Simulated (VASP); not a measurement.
# V (Im-3m) in VASP: a series of runs, part 2 of 2

VASP 6.6.1. Earlier steps stand in the parts before.

## (4) Relaxation of cell and atoms, LDA, collinear spin, ferromagnetic start

INCAR

```
  ALGO = Normal
  EDIFF = 1E-6
  EDIFFG = -0.005
  ENCUT = 600
  IBRION = 2
  ISIF = 3
  ISMEAR = -1
  ISPIN = 2
  LASPH = True
  LCHARG = False
  LMAXMIX = 4
  LORBIT = 11
  LREAL = False
  LWAVE = False
  MAGMOM = 2
  NELM = 150
  NSW = 80
  PREC = Accurate
  SIGMA = 0.05
```

KPOINTS

```
k-points
0
Gamma
  12 12 12
```

POSCAR

```
V
1.0
   -1.5143500000      1.5143500000      1.5143500000
    1.5143500000     -1.5143500000      1.5143500000
    1.5143500000      1.5143500000     -1.5143500000
V
1
Direct
    0.0000000000      0.0000000000      0.0000000000
```

Potentials or basis: VASP PAW LDA potentials, release 64 (V_sv).

Started as:

```console
> cat potpaw_LDA.64/V_sv/POTCAR > POTCAR
> mpirun -np 1 vasp_std > vasp.out
```

It took 29 s on 1 thread of Intel Xeon Platinum 8559C (Emerald Rapids), shared host; peak memory 0.16 GiB.

The run converged. Its results:

```yaml
Free_energy: -9.9546 eV
Relaxed_volume: 12.52 Å³/atom
Relaxed_cell: a = 2.534 Å, b = 2.534 Å, c = 2.534 Å, α = 109.47°, β = 109.47°, γ = 109.47°
Space_group_after_relaxing_to_0.05_Å: Im-3m (No. 229)
Energy_gained_by_relaxing: 81.0 meV/atom
Ionic_steps: 4
Pressure_after_relaxing: -0.1 GPa
Net_moment: 0.00 μB per cell
Valence_electrons_inside_the_program's_atomic_spheres: V 11.81
```

Step by step:
| step | energy change (eV) | largest force (eV/Å) | pressure (GPa) | volume (Å³) |
| --- | --- | --- | --- | --- |
| 1 | 0.0000 | 0.0000 | -17.46 | 13.89 |
| 2 | 0.0523 | 0.0000 | 32.82 | 11.06 |
| 3 | -0.0809 | 0.0000 | -0.56 | 12.55 |
| 4 | -0.0810 | 0.0000 | -0.06 | 12.52 |

Final structure:
```
CELL_PARAMETERS angstrom
-1.46294 1.46294 1.46294
1.46294 -1.46294 1.46294
1.46294 1.46294 -1.46294
ATOMIC_POSITIONS crystal
V 0.00000 0.00000 0.00000
```

Levels at points of the mesh, in eV from the Fermi level:
Spin up:
```tsv
k point	band 3	band 4	band 5	band 6	band 7	band 8	band 9	band 10
(0.00, 0.00, 0.00)	-36.44	-36.44	-6.66	0.40	0.40	0.40	2.59	2.59
(0.50, 0.00, 0.00)	-36.80	-36.45	-3.44	-1.30	2.02	2.62	3.00	4.54
(0.50, 0.50, 0.50)	-37.23	-37.23	-3.37	-3.37	4.10	4.10	4.10	10.92
```
Spin down:
```tsv
k point	band 2	band 3	band 4	band 5	band 6	band 7	band 8	band 9	band 10	band 11
(0.00, 0.00, 0.00)	-36.44	-36.44	-36.44	-6.66	0.40	0.40	0.40	2.59	2.59	21.10
(0.50, 0.00, 0.00)	-37.61	-36.80	-36.45	-3.44	-1.30	2.02	2.62	3.00	4.54	11.14
(0.50, 0.50, 0.50)	-37.23	-37.23	-37.23	-3.37	-3.37	4.10	4.10	4.10	10.92	10.92
```

LDA usually gives volumes a few per cent too small. Zero-point motion and thermal expansion aren't in these numbers.

## (5) Single point, PBEsol-based screened hybrid, collinear spin, ferromagnetic start

This run uses another cell than the first one, of 12.95 Å³/atom, 0.932 times its volume.

POSCAR

```
V
1.0
   -1.4792595645      1.4792595645      1.4792595645
    1.4792595645     -1.4792595645      1.4792595645
    1.4792595645      1.4792595645     -1.4792595645
V
1
Direct
    0.0000000000      0.0000000000      0.0000000000
```

INCAR.step1

```
SYSTEM = V
ALGO = Normal ; EDIFF = 1E-5
ENCUT = 520 ; GGA = PE
ISIF = 2 ; ISMEAR = -1
ISPIN = 2 ; LASPH = .TRUE.
LMAXMIX = 4 ; LORBIT = 11
LREAL = .FALSE. ; LWAVE = .TRUE.
MAGMOM = 2 ; NBANDS = 16
NELM = 150 ; PREC = Accurate
SIGMA = 0.05
```

INCAR.step2

```
SYSTEM = V
AEXX = 0.25 ; ALGO = Normal
EDIFF = 1E-7 ; ENCUT = 520
GGA = PS ; HFSCREEN = 0.207
ISIF = 2 ; ISMEAR = -1
ISPIN = 2 ; ISTART = 1
LASPH = .TRUE. ; LCHARG = .TRUE.
LELF = .TRUE. ; LHFCALC = .TRUE.
LMAXMIX = 4 ; LORBIT = 11
LREAL = .FALSE. ; LVHAR = .TRUE.
LWAVE = .FALSE. ; MAGMOM = 2
NBANDS = 16 ; NELM = 150
PREC = Accurate ; PRECFOCK = Normal
SIGMA = 0.05
```

KPOINTS

```
k-points
0
G
  6 6 6
  0 0 0
```

Potentials or basis: VASP PAW PBE potentials, release 64 (V_sv).

Started as:

```console
> cat potpaw_PBE.64/V_sv/POTCAR > POTCAR
> cp INCAR.step1 INCAR
> mpirun -np 1 vasp_std > vasp.out
> cp INCAR.step2 INCAR
> mpirun -np 1 vasp_std > vasp.out
```

Wall time 13 min (1 thread of Intel Xeon Platinum 8559C (Emerald Rapids), shared host); peak memory 0.23 GiB.

It converged, with:

```
Free energy                                           : -11.3654 eV
Pressure                                              : 0.6 GPa
Net moment                                            : 0.78 μB per cell
Site moments                                          : V +0.67 μB
Valence electrons inside the program's atomic spheres : V 11.68
```

Levels at points of the mesh, in eV from the Fermi level:
Spin up:
```
           k point  band 4  band 5  band 6  band 7  band 8  band 9  band 10  band 11
(0.00, 0.00, 0.00)  -40.78   -8.41   -0.55   -0.55   -0.55    3.21     3.21    21.45
(0.50, 0.00, 0.00)  -40.77   -4.70   -2.59    1.09    2.93    3.51     4.26    11.21
(0.50, 0.50, 0.50)  -41.54   -4.12   -4.12    3.82    3.82    3.82    10.80    10.80
```
Spin down:
```
           k point  band 2  band 3  band 4  band 5  band 6  band 7  band 8  band 9  band 10  band 11
(0.00, 0.00, 0.00)  -40.00  -40.00  -40.00   -7.76    1.45    1.45    1.45    3.41     3.41    21.96
(0.50, 0.00, 0.00)  -41.12  -40.33  -40.01   -3.78   -0.88    1.80    3.55    3.77     5.73    12.06
(0.50, 0.50, 0.50)  -40.72  -40.72  -40.72   -3.85   -3.85    5.31    5.31    5.31    11.54    11.54
```

Caveat: the k points lie up to 0.50 Å⁻¹ apart; the PAW data sets were made with another functional, which shifts forces and pressure a little.

## (6) Overview

| task | level | potentials or basis | cell | k mesh | cutoff (eV) | smearing | grid for exact exchange (PRECFOCK) | share of exact exchange | screening parameter | gap on the mesh (eV) | pressure (GPa) | moment (μB) |
| --- | --- | --- | --- | --- | --- | --- | --- | --- | --- | --- | --- | --- |
| single point | PBE | VASP PAW PBE potentials, release 64 (V_sv) | a = 2.623 Å, angles 109.5°, 1 atom | 12 × 12 × 12 | 520 | gaussian 0.011 eV | - | - | - | none | -5.1 | 0.12 |
| single point | PBE | VASP PAW PBE potentials, release 64 (V_sv) | a = 2.623 Å, angles 109.5°, 1 atom | 12 × 12 × 12 | 520 | gaussian 0.024 eV | - | - | - | none | -5.1 | 0.13 |
| relaxation of cell and atoms | LDA | VASP PAW LDA potentials, release 64 (V_sv) | relaxed from a = 2.623 Å, angles 109.5°, 1 atom | 12 × 12 × 12 | 600 | fermi-dirac 0.05 eV | - | - | - | none | -0.1 | 0.00 |
| single point | PBEsol-based screened hybrid | VASP PAW PBE potentials, release 64 (V_sv) | a = 2.562 Å, angles 109.5°, 1 atom | 6 × 6 × 6 | 520 | fermi-dirac 0.05 eV | Normal | 0.25 | 0.207 1/Å | none | 0.6 | 0.78 |

Alike in all rows: spin collinear, ferromagnetic start.

Caveats: some runs use coarse meshes; the PAW data sets were made with another functional, which shifts forces and pressure a little (some runs).

Absolute energies hang on the potentials; compare differences alone.
